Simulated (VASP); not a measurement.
Set up this calculation in VASP 6.6.1, as the native input.

* Task: electric field gradients
* Functional: PBEsol
* Potentials or basis: VASP PAW PBE potentials, release 64 (Ag, B)
* Cutoff: 520 eV
* k mesh: 16 × 16 × 13
* Occupations: fermi-dirac, width 0.05 eV
* Spin: no spin polarisation
* Dipole correction: no
* Further INCAR settings: ALGO = Normal; EDIFF = 1e-08; NBANDS = 16

The structure of AgB2 lies in POSCAR:

```
AgB2
1.0
    3.0394798736      0.0000000000      0.0000000000
   -1.5197399368      2.6322667848      0.0000000000
    0.0000000000      0.0000000000      3.2826364684
Ag B
1 2
Direct
    0.0000000000      0.0000000000      0.0000000000
    0.3333333333      0.6666666667      0.5000000000
    0.6666666667      0.3333333333      0.5000000000
```

These files were run (other wordings do the same):

INCAR

```
SYSTEM = AgB2
ALGO = Normal
EDIFF = 1E-8
ENCUT = 520
GGA = PS
ISIF = 2
ISMEAR = -1
LASPH = .TRUE.
LCHARG = .FALSE.
LEFG = .TRUE.
LREAL = .FALSE.
LWAVE = .FALSE.
NBANDS = 16
NELM = 100
PREC = Accurate
SIGMA = 0.05
```

KPOINTS

```
k-points
0
G
  16 16 13
  0 0 0
```

Potentials or basis: VASP PAW PBE potentials, release 64 (Ag, B).

The run is started by

```sh
$ cat potpaw_PBE.64/Ag/POTCAR potpaw_PBE.64/B/POTCAR > POTCAR
$ mpirun -np 1 vasp_std > vasp.out
```

It gave:

```yaml
Pressure: 33.5 GPa
Band_gap_on_the_k_mesh: zero (an odd number of electrons rules out a gap without spin polarisation)
Largest_electric_field_gradient_by_atom: Ag -70.1; B +28.8 V/Å²
```

Caveat: the stress differs along the axes, from 23 to 54 GPa; without QUAD_EFG the Cq values of the log hold for a quadrupole moment of 1 mb, not for the nuclei; the PAW data sets were made with another functional, which shifts forces and pressure a little.

Run time: 2 min on 1 thread of AMD EPYC 7R13, on a shared host, peak memory 0.18 GiB.
